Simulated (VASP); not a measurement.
# MgO (Fm-3m) in VASP: notebook

The runs below take MgO through single point, with PBE.

Everything below comes from runs of VASP 6.6.1. Logs are shortened: lines on timing, memory, paths and dates and some standing lists are left out, and cuts for length are marked.

## Step 1: The cell of the first run

It takes space group Fm-3m (No. 225, cubic). The conventional cell has a = 4.299 Å, b = 4.299 Å, c = 4.299 Å, α = 90.00°, β = 90.00°, γ = 90.00°. Within 2.8 Å of Mg (site symmetry m-3m) lie 6 O at 2.15 Å. O (site symmetry m-3m) has 6 Mg at 2.15 Å within 2.8 Å.

## Step 2: Single point, PBE

INCAR reads:

```
SYSTEM = MgO
  ALGO = Normal
  EDIFF = 1E-6
  ENCUT = 840
  GGA = PE
  GGA_COMPAT = .FALSE.
  ISIF = 2
  ISMEAR = 0
  LASPH = .TRUE.
  LCHARG = .TRUE.
  LELF = .TRUE.
  LREAL = .FALSE.
  LVHAR = .TRUE.
  LWAVE = .FALSE.
  NBANDS = 15
  NELM = 120
  PREC = Accurate
  SIGMA = 0.15
```

KPOINTS reads:

```
k-points
0
G
  8 8 8
  0 0 0
```

POSCAR reads:

```
MgO
1.0
    0.0000000000      2.1496500000      2.1496500000
    2.1496500000      0.0000000000      2.1496500000
    2.1496500000      2.1496500000      0.0000000000
Mg O
1 1
Direct
    0.0000000000      0.0000000000      0.0000000000
    0.5000000000      0.5000000000      0.5000000000
```

Potentials or basis: VASP PAW PBE potentials, release 64 (Mg_sv, O).

Run with:

```bash
cat potpaw_PBE.64/Mg_sv/POTCAR potpaw_PBE.64/O/POTCAR > POTCAR
mpirun -np 1 vasp_std > vasp.out
```

OUTCAR:

```text
SYSTEM = MgO
   EDIFF = 1E-6
   ENCUT = 840
   GGA = PE
   ISIF = 2
   ISMEAR = 0
   LASPH = .TRUE.
   LREAL = .FALSE.
   NELM = 120
   PREC = Accurate

 ion  position               nearest neighbor table
   1  0.000  0.000  0.000-
   2  0.500  0.500  0.500-

  LATTYP: Found a face centered cubic cell.
 ALAT       =     4.2993000000

  Lattice vectors:

 A1 = (   0.0000000000,   2.1496500000,   2.1496500000)
 A2 = (   2.1496500000,   0.0000000000,   2.1496500000)
 A3 = (   2.1496500000,   2.1496500000,   0.0000000000)

Analysis of symmetry for initial positions (statically):
=====================================================================
 Subroutine PRICEL returns:
 Original cell was already a primitive cell.

 Routine SETGRP: Setting up the symmetry group for a
 face centered cubic supercell.

 Subroutine GETGRP returns: Found 48 space group operations
 (whereof 48 operations were pure point group operations)
 out of a pool of 48 trial point group operations.

The static configuration has the point symmetry O_h .

Analysis of symmetry for dynamics (positions and initial velocities):
=====================================================================
 Subroutine PRICEL returns:
 Original cell was already a primitive cell.

 Routine SETGRP: Setting up the symmetry group for a
 face centered cubic supercell.

 Subroutine GETGRP returns: Found 48 space group operations
 (whereof 48 operations were pure point group operations)
 out of a pool of 48 trial point group operations.

The dynamic configuration has the point symmetry O_h .

 Subroutine INISYM returns: Found 48 space group operations
 (whereof 48 operations are pure point group operations),
 and found     1 'primitive' translations

----------------------------------------------------------------------------------------

                                     Primitive cell

  volume of cell :      19.8670

  direct lattice vectors                    reciprocal lattice vectors
     0.000000000  2.149650000  2.149650000    -0.232596004  0.232596004  0.232596004
     2.149650000  0.000000000  2.149650000     0.232596004 -0.232596004  0.232596004
     2.149650000  2.149650000  0.000000000     0.232596004  0.232596004 -0.232596004

  length of vectors
     3.040064184  3.040064184  3.040064184     0.402868097  0.402868097  0.402868097

  position of ions in fractional coordinates (direct lattice)
     0.000000000  0.000000000  0.000000000
     0.500000000  0.500000000  0.500000000

  ion indices of the primitive-cell ions
   primitive index   ion index
                 1           1
                 2           2

----------------------------------------------------------------------------------------

 KPOINTS: k-points

Automatic generation of k-mesh.
 Grid dimensions read from file:
 generate k-points for:    8    8    8

 Generating k-lattice:

  Cartesian coordinates                     Fractional coordinates (reciprocal lattice)
    -0.029074501  0.029074501  0.029074501     0.125000000  0.000000000  0.000000000
     0.029074501 -0.029074501  0.029074501     0.000000000  0.125000000  0.000000000
     0.029074501  0.029074501 -0.029074501     0.000000000  0.000000000  0.125000000

  Length of vectors
     0.050358512  0.050358512  0.050358512

  Shift w.r.t. Gamma in fractional coordinates (k-lattice)
     0.000000000  0.000000000  0.000000000

 Subroutine IBZKPT returns following result:
 ===========================================

 Found     29 irreducible k-points:

 Following reciprocal coordinates:
            Coordinates               Weight
  0.000000  0.000000  0.000000      1.000000
  0.125000  0.000000  0.000000      8.000000
  0.250000  0.000000  0.000000      8.000000
  0.375000  0.000000  0.000000      8.000000
  0.500000  0.000000  0.000000      4.000000
  0.125000  0.125000  0.000000      6.000000
[... 16 lines left out ...]
  0.500000  0.250000  0.125000     48.000000
 -0.375000  0.250000  0.125000     24.000000
 [... further k-points ...]
   k-points           NKPTS =     29   k-points in BZ     NKDIM =     29   number of bands    NBANDS=     15
   number of dos      NEDOS =    301   number of ions     NIONS =      2
   total plane-waves  NPLWV =  27000
   dimension x,y,z NGX =    30 NGY =   30 NGZ =   30
   dimension x,y,z NGXF=    60 NGYF=   60 NGZF=   60
   ions per type =               1   1
   NGX,Y,Z   is equivalent  to a cutoff of  16.41, 16.41, 16.41 a.u.
   NGXF,Y,Z  is equivalent  to a cutoff of  32.81, 32.81, 32.81 a.u.
 SYSTEM =  MgO
   PREC   = accura    normal or accurate (medium, high low for compatibility)
   ISTART =      0    job   : 0-new  1-cont  2-samecut
   ICHARG =      2    charge: 1-file 2-atom 10-const
   ISPIN  =      1    spin polarized calculation?
   LNONCOLLINEAR =      F non collinear calculations
   LSORBIT =      F    spin-orbit coupling
   LASPH  =      T    aspherical Exc in radial PAW
   ENCUT  =  840.0 eV  61.74 Ry    7.86 a.u.   7.18  7.18  7.18*2*pi/ulx,y,z
   NELM   =    120;   NELMIN=  2; NELMDL= -5     # of ELM steps
   EDIFF  = 0.1E-05   stopping-criterion for ELM
   LREAL  =      F    real-space projection
   EDIFFG = 0.1E-04   stopping-criterion for IOM
   NSW    =      0    number of steps for IOM
   IBRION =     -1    ionic relax: 0-MD 1-quasi-New 2-CG
   NFREE  =      0    steps in history (QN), initial steepest desc. (CG)
   ISIF   =      2    stress and relaxation
   ISYM   =      2    0-nonsym 1-usesym 2-fastsym
   POTIM  = 0.5000    time-step for ionic-motion
   TEBEG  =    0.0;   TEEND  =   0.0 temperature during run
   PSTRESS=    0.0 pullay stress
   NELECT =      16.0000    total number of electrons
   NUPDOWN=      -1.0000    fix difference up-down
   EMIN   =  10.00;   EMAX   =-10.00  energy-range for DOS
   EFERMI =   0.00;   METHOD = LEGACY
   ISMEAR =     0;   SIGMA  =   0.15  broadening in eV -4-tet -1-fermi 0-gaus
   EFERMI_NEDOS =   21; number of points for ismear=-14 and -15
   IALGO  =     38    algorithm
   IMIX   =      4    mixing-type and parameters
     AMIX     =   0.40;   BMIX     =  1.00
     AMIX_MAG =   1.60;   BMIX_MAG =  1.00
  volume/ion in A,a.u.               =       9.93        67.03
  Fermi-wavevector in a.u.,A,eV,Ry     =   1.523130  2.878299 31.564510  2.319926
  Thomas-Fermi vector in A             =   2.631615
   LORBIT       =      0    0 simple, 1 ext, 2 COOP (PROOUT), +10 PAW based schemes
   GGA     = PE    functional components
   LHFCALC =     F    Hartree Fock is set to
   AEXX    =    0.0000 exact exchange contribution
   IVDW    =     0    specifies the selected vdW correction
   LEPSILON=     F    determine dielectric tensor
   LRPA    =     F    only Hartree local field effects (RPA)
 non-spin polarized calculation
 Gauss-broadening in eV      SIGMA  =   0.15
  energy-cutoff  :      840.00
  volume of cell :       19.87
 maximum number of plane-waves:      1121
 NGX is ok and might be reduce to    30
   NGX = 15   NGY = 15   NGZ = 15

 number of electron      15.9999996 magnetization

 Free energy of the ion-electron system (eV)
  ---------------------------------------------------
  ext. energy  EPLUGINS =         0.00000000
  ---------------------------------------------------
  free energy    TOTEN  =       -11.87790423 eV

  energy without entropy =      -11.87790423  energy(sigma->0) =      -11.87790423

 E-fermi :   3.3288     XC(G=0): -11.0855

 val. band max:        2.4881129857   @ k =   0.0000   0.0000   0.0000
 cond. band min:       6.6538984286   @ k =   0.0000   0.0000   0.0000
 fundamental gap:      4.1657854430
 Fermi energy:         3.3288000240

 k-point     1 :       0.0000    0.0000    0.0000
  band No.  band energies     occupation
      1     -69.9990      2.00000
      2     -36.7307      2.00000
      3     -36.7307      2.00000
      4     -36.7307      2.00000
      5     -14.4595      2.00000
      6       2.4881      2.00000
      7       2.4881      2.00000
      8       2.4881      2.00000
      9       6.6539      0.00000
     10      17.9431      0.00000
     11      17.9431      0.00000
     12      17.9431      0.00000
     13      21.6967      0.00000
     14      23.4090      0.00000
     15      23.4090      0.00000

 k-point     2 :       0.1250    0.0000    0.0000
  band No.  band energies     occupation
      1     -69.9983      2.00000
      2     -36.7407      2.00000
      3     -36.7318      2.00000
      4     -36.7318      2.00000
      5     -14.3098      2.00000
      6       1.5572      2.00000
      7       2.3953      2.00000
      8       2.3953      2.00000
      9       7.5741      0.00000
     10      16.2830      0.00000
     11      18.2657      0.00000
     12      18.2657      0.00000
     13      22.3514      0.00000
     14      22.3514      0.00000
     15      23.6525      0.00000

 k-point     3 :       0.2500    0.0000    0.0000
  band No.  band energies     occupation
      1     -69.9961      2.00000
      2     -36.7645      2.00000
      3     -36.7344      2.00000
      4     -36.7344      2.00000
      5     -13.9240      2.00000
      6      -0.0529      2.00000
      7       2.1811      2.00000
      8       2.1811      2.00000
      9       9.0403      0.00000
     10      14.6778      0.00000
     11      18.6437      0.00000
     12      18.6437      0.00000
     13      21.9715      0.00000
     14      21.9715      0.00000
     15      23.5382      0.00000
[... 343 lines left out ...]
 k-point    23 :       0.5000    0.2500    0.1250
  band No.  band energies     occupation
      1     -69.9926      2.00000
      2     -36.7819      2.00000
      3     -36.7527      2.00000
      4     -36.7415      2.00000
      5     -13.3228      2.00000
      6      -1.0066      2.00000
      7       0.8884      2.00000
      8       1.6930      2.00000
      9      11.4733      0.00000
     10      13.7196      0.00000
     11      15.7745      0.00000
     12      18.9143      0.00000
     13      21.5149      0.00000
     14      24.1144      0.00000
     15      27.5495      0.00000

 k-point    24 :      -0.3750    0.2500    0.1250
  band No.  band energies     occupation
      1     -69.9920      2.00000
      2     -36.7873      2.00000
      3     -36.7544      2.00000
      4     -36.7436      2.00000
      5     -13.1767      2.00000
      6      -1.2679      2.00000
      7       0.6943      2.00000
      8       1.5812      2.00000
      9      11.7367      0.00000
     10      14.0959      0.00000
     11      15.3800      0.00000
     12      18.6680      0.00000
     13      22.3078      0.00000
     14      23.7670      0.00000
     15      27.7084      0.00000

 [... further k-points ...]

------------------------ aborting loop because EDIFF is reached ----------------------------------------

  FORCE on cell =-STRESS in cart. coord.  units (eV):
  Direction    XX          YY          ZZ          XY          YZ          ZX
  --------------------------------------------------------------------------------------
  -------------------------------------------------------------------------------------
  Total       -0.5525532     -0.5525532     -0.5525532      0.0000000      0.0000000      0.0000000
  in kB      -44.5606426    -44.5606426    -44.5606426      0.0000000      0.0000000      0.0000000
  external PRESSURE =     -44.5606426 kB  Pullay stress =       0.0000000 kB

 VOLUME and BASIS-vectors are now :
 -----------------------------------------------------------------------------
  energy-cutoff  :      840.00
  volume of cell :       19.87
      direct lattice vectors                 reciprocal lattice vectors
     0.000000000  2.149650000  2.149650000    -0.232596004  0.232596004  0.232596004
     2.149650000  0.000000000  2.149650000     0.232596004 -0.232596004  0.232596004
     2.149650000  2.149650000  0.000000000     0.232596004  0.232596004 -0.232596004

 POSITION                                       TOTAL-FORCE (eV/Angst)
 -----------------------------------------------------------------------------------
      0.00000      0.00000      0.00000         0.000000      0.000000      0.000000
      2.14965      2.14965      2.14965        -0.000000     -0.000000     -0.000000
 -----------------------------------------------------------------------------------
    total drift:                                0.000000      0.000000      0.000000

  FREE ENERGIE OF THE ION-ELECTRON SYSTEM (eV)
  ---------------------------------------------------
  free  energy   TOTEN  =       -11.8779042287 eV

  energy  without entropy=      -11.8779042287  energy(sigma->0) =      -11.87790423
```

Wall time 21 s (1 thread of Intel Xeon Platinum 8259CL at 2.50GHz (Skylake/Cascade Lake), shared host); peak memory 0.16 GiB.

Results:

```yaml
Free_energy: -11.8779 eV
Pressure: -4.5 GPa
Band_gap_on_the_k_mesh: 4.17 eV
```

Levels at points of the mesh, in eV from the valence-band top:
| k point | band 5 | band 6 | band 7 | band 8 | band 9 | band 10 | band 11 | band 12 |
| --- | --- | --- | --- | --- | --- | --- | --- | --- |
| (0.00, 0.00, 0.00) | -16.95 | 0.00 | 0.00 | 0.00 | 4.17 | 15.46 | 15.46 | 15.46 |
| (0.50, 0.00, 0.00) | -15.79 | -4.35 | -0.59 | -0.59 | 7.52 | 11.93 | 15.71 | 15.71 |
| (0.50, 0.50, 0.00) | -15.59 | -3.81 | -1.26 | -1.26 | 9.04 | 9.35 | 12.46 | 18.08 |

Caveat: the cell stands under tension.

## Step 3: Single point, PBE

INCAR reads:

```
PREC = Accurate
ENCUT = 840
EDIFF = 1E-6
ISMEAR = -1
SIGMA = 0.05
LREAL = False
LASPH = True
NELM = 120
ALGO = Normal
ISIF = 2
LWAVE = False
LCHARG = True
GGA = PE
LELF = True
LVHAR = True
NBANDS = 15
GGA_COMPAT = False
```

KPOINTS reads:

```
Automatic mesh
0
Gamma
  8 8 8
```

POSCAR is that of step 2.

Potentials or basis: VASP PAW PBE potentials, release 64 (Mg_sv, O).

Run with:

```bash
cat potpaw_PBE.64/Mg_sv/POTCAR potpaw_PBE.64/O/POTCAR > POTCAR
mpirun -np 1 vasp_std > vasp.out
```

OUTCAR:

```text
PREC = Accurate
   ENCUT = 840
   EDIFF = 1E-6
   ISMEAR = -1
   LREAL = False
   LASPH = True
   NELM = 120
   ISIF = 2
   GGA = PE

 ion  position               nearest neighbor table
   1  0.000  0.000  0.000-
   2  0.500  0.500  0.500-

  LATTYP: Found a face centered cubic cell.
 ALAT       =     4.2993000000

  Lattice vectors:

[... 614 lines left out ...]
     14      23.7670      0.00000
     15      27.7084      0.00000

 [... further k-points ...]

------------------------ aborting loop because EDIFF is reached ----------------------------------------

  FORCE on cell =-STRESS in cart. coord.  units (eV):
  Direction    XX          YY          ZZ          XY          YZ          ZX
  --------------------------------------------------------------------------------------
  -------------------------------------------------------------------------------------
  Total       -0.5525532     -0.5525532     -0.5525532     -0.0000000     -0.0000000      0.0000000
  in kB      -44.5606421    -44.5606421    -44.5606421     -0.0000000     -0.0000000      0.0000000
  external PRESSURE =     -44.5606421 kB  Pullay stress =       0.0000000 kB

 VOLUME and BASIS-vectors are now :
 -----------------------------------------------------------------------------
  energy-cutoff  :      840.00
  volume of cell :       19.87
      direct lattice vectors                 reciprocal lattice vectors
     0.000000000  2.149650000  2.149650000    -0.232596004  0.232596004  0.232596004
     2.149650000  0.000000000  2.149650000     0.232596004 -0.232596004  0.232596004
     2.149650000  2.149650000  0.000000000     0.232596004  0.232596004 -0.232596004

 POSITION                                       TOTAL-FORCE (eV/Angst)
 -----------------------------------------------------------------------------------
      0.00000      0.00000      0.00000        -0.000000      0.000000      0.000000
      2.14965      2.14965      2.14965         0.000000     -0.000000     -0.000000
 -----------------------------------------------------------------------------------
    total drift:                                0.000000      0.000000      0.000000

  FREE ENERGIE OF THE ION-ELECTRON SYSTEM (eV)
  ---------------------------------------------------
  free  energy   TOTEN  =       -11.8779042288 eV

  energy  without entropy=      -11.8779042288  energy(sigma->0) =      -11.87790423
```

OSZICAR:

```text
N       E                     dE             d eps       ncg     rms          rms(c)
DAV:   1     0.159644181275E+03    0.15964E+03   -0.13370E+04   870   0.175E+03
DAV:   2    -0.772087402647E+01   -0.16737E+03   -0.15868E+03  1024   0.438E+02
DAV:   3    -0.133909893701E+02   -0.56701E+01   -0.56426E+01  1190   0.776E+01
DAV:   4    -0.134707329987E+02   -0.79744E-01   -0.79738E-01   975   0.967E+00
DAV:   5    -0.134722810383E+02   -0.15480E-02   -0.15480E-02  1172   0.112E+00    0.863E+00
DAV:   6    -0.119055866731E+02    0.15667E+01   -0.26830E+00   933   0.147E+01    0.294E+00
DAV:   7    -0.118897435152E+02    0.15843E-01   -0.13069E-01  1045   0.337E+00    0.176E+00
DAV:   8    -0.118787775323E+02    0.10966E-01   -0.40698E-02  1073   0.228E+00    0.334E-01
DAV:   9    -0.118776939986E+02    0.10835E-02   -0.36650E-03   968   0.547E-01    0.102E-01
DAV:  10    -0.118779155502E+02   -0.22155E-03   -0.29318E-04  1108   0.191E-01    0.522E-02
DAV:  11    -0.118779041196E+02    0.11431E-04   -0.28082E-05  1052   0.570E-02    0.556E-03
DAV:  12    -0.118779042288E+02   -0.10915E-06   -0.68736E-07   820   0.125E-02
   1 F= -.11877904E+02 E0= -.11877904E+02  d E =-.136069E-11
```

stdout:

```text
POSCAR found type information on POSCAR MgO
 POSCAR found :  2 types and       2 ions
 scaLAPACK will be used
 LDA part: xc-table for (Slater+PW92), standard interpolation
 POSCAR, INCAR and KPOINTS ok, starting setup
 FFT: planning ... GRIDC
 FFT: planning ... GRID_SOFT
 FFT: planning ... GRID
 WAVECAR not read
 entering main loop
```

Run time: 14 s. Hardware: 1 thread of AMD EPYC 7R13 (Zen 3), shared host; peak memory 0.14 GiB.

Results:

| Property | Result |
| --- | --- |
| Free energy | -11.8779 eV |
| Pressure | -4.5 GPa |
| Band gap on the k mesh | 4.17 eV |

Levels at points of the mesh, in eV from the valence-band top:
| k point | band 6 | band 7 | band 8 | band 9 | band 10 | band 11 |
| --- | --- | --- | --- | --- | --- | --- |
| (0.00, 0.00, 0.00) | 0.00 | 0.00 | 0.00 | 4.17 | 15.46 | 15.46 |
| (0.50, 0.00, 0.00) | -4.35 | -0.59 | -0.59 | 7.52 | 11.93 | 15.71 |
| (0.50, 0.50, 0.00) | -3.81 | -1.26 | -1.26 | 9.04 | 9.35 | 12.46 |

Caveat: the cell stands under tension.
